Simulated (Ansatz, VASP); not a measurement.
## Li2Se in VASP and in Ansatz

INCAR

```
SYSTEM = Li2Se
  PREC = Accurate
  ENCUT = 750
  EDIFF = 1E-6
  ISMEAR = 0
  SIGMA = 0.05
  LREAL = .False.
  LASPH = .True.
  NELM = 120
  ALGO = Normal
  ISIF = 2
  LWAVE = .False.
  LCHARG = .False.
  GGA = PE
  IVDW = 13
  NBANDS = 13
  GGA_COMPAT = .False.
```

Contents of KPOINTS:

```
Automatic mesh
0
Gamma
  8 8 8
  0 0 0
```

POSCAR

```
Li2Se
1.0
    0.0000000000      2.9282296235      2.9282296235
    2.9282296235      0.0000000000      2.9282296235
    2.9282296235      2.9282296235      0.0000000000
Li Se
2 1
Direct
    0.2500000000      0.2500000000      0.2500000000
    0.7500000000      0.7500000000      0.7500000000
    0.0000000000      0.0000000000      0.0000000000
```

Input for Ansatz:

```yaml
crystal:
  lattice:
    - [0.0, 2.9282296235, 2.9282296235]
    - [2.9282296235, 0.0, 2.9282296235]
    - [2.9282296235, 2.9282296235, 0.0]
  atoms:
    - { symbol: Li, position: [0.25, 0.25, 0.25] }
    - { symbol: Li, position: [0.75, 0.75, 0.75] }
    - { symbol: Se, position: [0.0, 0.0, 0.0] }
basis:
  ecutwfc: 420
  ecutrho_ratio: 4
kpoints:
  mp_grid: { grid: [8, 8, 8] }
hamiltonian:
  xc: pbe
  dispersion: d4
scf:
  occupations: { method: gaussian, width: 0.05 }
output:
  forces: true
  stress: true
  eigenvalues: true
```

Alike in both runs: task single point; functional PBE; dispersion D4; k mesh 8 × 8 × 8; occupations gaussian, width 0.05 eV; no spin polarisation.

|  | VASP | Ansatz |
| --- | --- | --- |
| version | VASP 6.6.1 | Ansatz 0.2.0 |
| potentials or method | VASP PAW PBE potentials, release 64 (Li_sv, Se), cutoff 750 eV | scalar-relativistic, plane waves, PAW |
| valence electrons in the cell | 12 | 22 |

Ansatz gave:

```
gap on the k mesh at the Fermi level (eV) : 2.91
least direct gap on the mesh (eV)         : 3.71
pressure (GPa)                            : 1.6
```

Problem. Estimate VASP's values.

Solution. gap on the k mesh at the Fermi level (eV): 2.91; least direct gap on the mesh (eV): 3.71; pressure (GPa): 1.5.

VASP's potentials hold 12 valence electrons a cell and Ansatz's 22, so a difference there can come from the potentials and not from the codes.
